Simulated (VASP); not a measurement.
Crystal: RuRh.

```
CELL_PARAMETERS angstrom
2.70942 0.00000 0.00000
-1.35471 2.34642 0.00000
0.00000 0.00000 4.29837
ATOMIC_POSITIONS crystal
Ru 0.00000 0.00000 0.50000
Rh 0.66667 0.33333 0.00000
```

| Item | Value |
| --- | --- |
| Program | VASP 6.6.1 |
| Task | relaxation of cell and atoms |
| Functional | PBEsol |
| Potentials or basis | VASP PAW PBE potentials, release 64 (Ru_pv, Rh_pv) |
| Cutoff | 600 eV |
| k mesh | 12 × 12 × 7 |
| Occupations | fermi-dirac, width 0.1 eV |
| Spin | no spin polarisation |

At the start: pressure -5.5 GPa; volume 13.66 Å³/atom.

Q: How do energy, volume and symmetry change on relaxing?

A: Over 5 steps the energy falls by 4.5 meV/atom and the volume is 13.42 Å³/atom (-1.8 %); space group P-6m2 (No. 187, to 0.1 Å) before and after.

Step by step:
| step | energy change (eV) | largest force (eV/Å) | pressure (GPa) | volume (Å³) |
| --- | --- | --- | --- | --- |
| 1 | 0.0000 | 0.0000 | -5.52 | 27.33 |
| 2 | 0.0640 | 0.0000 | 18.55 | 25.51 |
| 3 | -0.0088 | 0.0000 | -0.02 | 26.84 |
| 4 | -0.0088 | 0.0000 | 0.07 | 26.83 |
| 5 | -0.0090 | 0.0000 | 0.02 | 26.84 |

Final structure:
```xyz
2
Lattice="2.6879 0.0000 0.0000 -1.3439 2.3278 0.0000 0.0000 0.0000 4.2890" Properties=species:S:1:pos:R:3 pbc="T T T"
Ru   -1.3439    2.3278    2.1445
Rh    1.3439    0.7759    0.0000
```

Caveat: the PAW data sets were made with another functional, which shifts forces and pressure a little.
